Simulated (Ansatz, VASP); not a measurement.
# Two plane-wave programs on Si7Ge

INCAR

```
SYSTEM = Si7Ge
PREC = Accurate
ENCUT = 520
EDIFF = 1E-6
ISMEAR = 0
SIGMA = 0.03
LREAL = .FALSE.
LASPH = .TRUE.
NELM = 60
ALGO = Normal
ISIF = 2
LWAVE = .FALSE.
LCHARG = .FALSE.
GGA = PS
NBANDS = 31
```

File KPOINTS:

```
Automatic mesh
0
G
  8 8 8
  0 0 0
```

File POSCAR:

```
Si7Ge
1.0
    5.6465507440      0.0000000000      0.0000000000
    0.0000000000      5.6465507440      0.0000000000
    0.0000000000      0.0000000000      5.6465507440
Si Ge
7 1
Direct
    0.2525986838      0.2525986838      0.2525986838
    0.0000000000      0.5000000000      0.5000000000
    0.5000000000      0.5000000000      0.0000000000
    0.5000000000      0.0000000000      0.5000000000
    0.7474013162      0.2525986838      0.7474013162
    0.7474013162      0.7474013162      0.2525986838
    0.2525986838      0.7474013162      0.7474013162
    0.0000000000      0.0000000000      0.0000000000
```

Input for Ansatz:

```yaml
crystal:
  lattice:
    - [5.646550744, 0.0, 0.0]
    - [0.0, 5.646550744, 0.0]
    - [0.0, 0.0, 5.646550744]
  atoms:
    - { symbol: Si, position: [0.2525986838, 0.2525986838, 0.2525986838] }
    - { symbol: Si, position: [0.0, 0.5, 0.5] }
    - { symbol: Si, position: [0.5, 0.5, 0.0] }
    - { symbol: Si, position: [0.5, 0.0, 0.5] }
    - { symbol: Si, position: [0.7474013162, 0.2525986838, 0.7474013162] }
    - { symbol: Si, position: [0.7474013162, 0.7474013162, 0.2525986838] }
    - { symbol: Si, position: [0.2525986838, 0.7474013162, 0.7474013162] }
    - { symbol: Ge, position: [0.0, 0.0, 0.0] }
basis:
  ecutwfc: 420
kpoints:
  mp_grid: { grid: [8, 8, 8] }
hamiltonian:
  xc: pbesol
  pseudopotentials: { kind: paw, azcp: { folder: soft_1 } }
scf:
  occupations: { method: gaussian, width: 0.03 }
output:
  forces: true
  stress: true
  eigenvalues: true
```

Alike in both runs: task single point; functional PBEsol; k mesh 8 × 8 × 8; occupations gaussian, width 0.03 eV; no spin polarisation.

|  | VASP | Ansatz |
| --- | --- | --- |
| version | VASP 6.6.1 | Ansatz 0.2.0 |
| potentials or method | VASP PAW PBE potentials, release 64 (Si, Ge_d), cutoff 520 eV | scalar-relativistic, plane waves, PAW |
| valence electrons in the cell | 42 | 42 |

Ansatz gave:

- gap on the k mesh at the Fermi level (eV): 0.46
- least direct gap on the mesh (eV): 0.46
- pressure (GPa): -7.4
- rms of the force components (eV/Å): 0.004

**Question.** Estimate VASP's values.

**Answer.** gap on the k mesh at the Fermi level (eV): 0.45; least direct gap on the mesh (eV): 0.45; pressure (GPa): -7.3; rms of the force components (eV/Å): 0.001.

VASP's potentials were made for PBE, not for PBEsol, and Ansatz warns of the same on its side. Atom by atom the forces differ by 0.003 eV/Å (rms over components).
